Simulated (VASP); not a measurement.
W:

```
W
1.0
     2.81504    0.00000    0.00000
    -1.40752    2.43790    0.00000
     0.00000    0.00000    4.59790
W
2
Direct
  0.33333 0.66667 0.75000
  0.66667 0.33333 0.25000
```

- Program: VASP 6.6.1
- Task: relaxation of cell and atoms
- Functional: PBE
- Potentials or basis: VASP PAW PBE potentials, release 64 (W_sv)
- Cutoff: 600 eV
- k mesh: 18 × 18 × 10
- Occupations: gaussian, width 0.05 eV
- Spin: no spin polarisation

At the start: pressure 13.3 GPa; volume 15.78 Å³/atom.

Question: Where does the relaxation end?

Answer: Over 8 steps the energy falls by 92.2 meV/atom and the volume is 16.56 Å³/atom (+5.0 %); space group P6_3/mmc (No. 194, to 0.05 Å).

The path:
```csv
step,energy change (eV),largest force (eV/Å),pressure (GPa),volume (Å³)
1,0.0000,0.0000,13.30,31.55
2,0.3139,0.0000,-29.02,37.86
3,-0.0960,0.0000,-4.62,33.51
4,-0.1667,0.0000,-2.25,33.53
5,-0.1796,0.0000,-3.41,33.54
6,-0.1796,0.0000,-3.51,33.54
7,-0.1561,0.0000,9.24,32.10
8,-0.1844,0.0000,-0.05,33.12
```

Final structure:
```
CELL_PARAMETERS angstrom
2.77862 0.00000 0.00000
-1.38931 2.40635 0.00000
0.00000 0.00000 4.95312
ATOMIC_POSITIONS crystal
W 0.33333 0.66667 0.75000
W 0.66667 0.33333 0.25000
```
